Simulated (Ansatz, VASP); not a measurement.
**Os: VASP beside Ansatz**

Contents of INCAR:

```
PREC = Accurate ; ENCUT = 520
EDIFF = 1E-6 ; ISMEAR = -1
SIGMA = 0.08 ; LREAL = False
LASPH = True ; NELM = 80
ALGO = Normal ; ISIF = 2
LWAVE = False ; LCHARG = False
GGA = CA ; NBANDS = 10
```

Contents of KPOINTS:

```
regular mesh
0
Gamma
  19 19 19
```

File POSCAR:

```
Os
1.0
    0.0000000000      1.8491919413      1.8491919413
    1.8491919413      0.0000000000      1.8491919413
    1.8491919413      1.8491919413      0.0000000000
Os
1
Direct
    0.0000000000      0.0000000000      0.0000000000
```

Input for Ansatz:

```yaml
crystal:
  lattice:
    - [0.0, 1.8491919413, 1.8491919413]
    - [1.8491919413, 0.0, 1.8491919413]
    - [1.8491919413, 1.8491919413, 0.0]
  atoms:
    - { symbol: Os, position: [0.0, 0.0, 0.0] }
kpoints:
  mp_grid: { grid: [19, 19, 19] }
  band_path:
    path:
      - [0.0, 0.0, 0.0]
      - [0.5, 0.0, 0.5]
      - [0.625, 0.25, 0.625]
      - [0.375, 0.375, 0.75]
      - [0.0, 0.0, 0.0]
      - [0.5, 0.5, 0.5]
      - [0.5, 0.25, 0.75]
      - [0.5, 0.0, 0.5]
    npoints: 8
scf:
  occupations: { method: fermi_dirac, width: 0.08 }
hamiltonian:
  xc: lda
  pseudopotentials: { kind: all_electron, lapw: { basis_error: 0.001 } }
output:
  forces: true
  stress: true
  eigenvalues: true
  populations: true
  dos: { projected: true, de: 0.2, e_range: [-14, 8] }
```

Change from the starting cell: volume scaled by 0.92, LAPW.

Alike in both runs: task single point; functional LDA; k mesh 19 × 19 × 19; occupations fermi-dirac, width 0.08 eV; no spin polarisation.

|  | VASP | Ansatz |
| --- | --- | --- |
| version | VASP 6.6.1 | Ansatz 0.2.0 |
| potentials or method | VASP PAW LDA potentials, release 64 (Os), cutoff 520 eV | all-electron LAPW, scalar-relativistic |

VASP gave:

```
pressure (GPa) : 47.1
```

Q: Which values does Ansatz return?

A: Pressure (GPa): 44.5.

LDA's correlation is that of Perdew and Zunger in VASP and of Perdew and Wang (1992) in Ansatz. Both programs put the cell under a high pressure, so it lies far from rest at this level. Ansatz ran all-electron here, and VASP with PAW potentials.

Spin-orbit coupling is off throughout.
